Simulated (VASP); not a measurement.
Runs of VASP 6.6.1 on C. The structure is that of space group Fd-3m (No. 227), or close to it. The cells are those of the table. 

```tsv
task	cell	k mesh	smearing	gap on the mesh (eV)	pressure (GPa)
single point	a = 2.497 Å, angles 60.0°, 2 atoms	12 × 12 × 12	gaussian 0.02 eV	4.20	0.8
relaxation of cell and atoms	relaxed from a = 2.498 Å, angles 60.0°, 2 atoms	12 × 12 × 12	gaussian 0.02 eV	(b)	0.0
single point	a = 2.498 Å, angles 60.0°, 2 atoms	10 × 10 × 10	gaussian 0.1 eV	4.20	0.7
single point	a = 2.522 Å, angles 60.0°, 2 atoms	8 × 8 × 8	gaussian 0.1 eV	4.10	(a)
```

Alike in all rows: level LDA; potentials or basis VASP PAW LDA potentials, release 64 (C); no spin polarisation; cutoff (eV) 600.

Estimate the missing entries.

(a) -12.4; (b) 4.19.

A k mesh can miss the band edges.
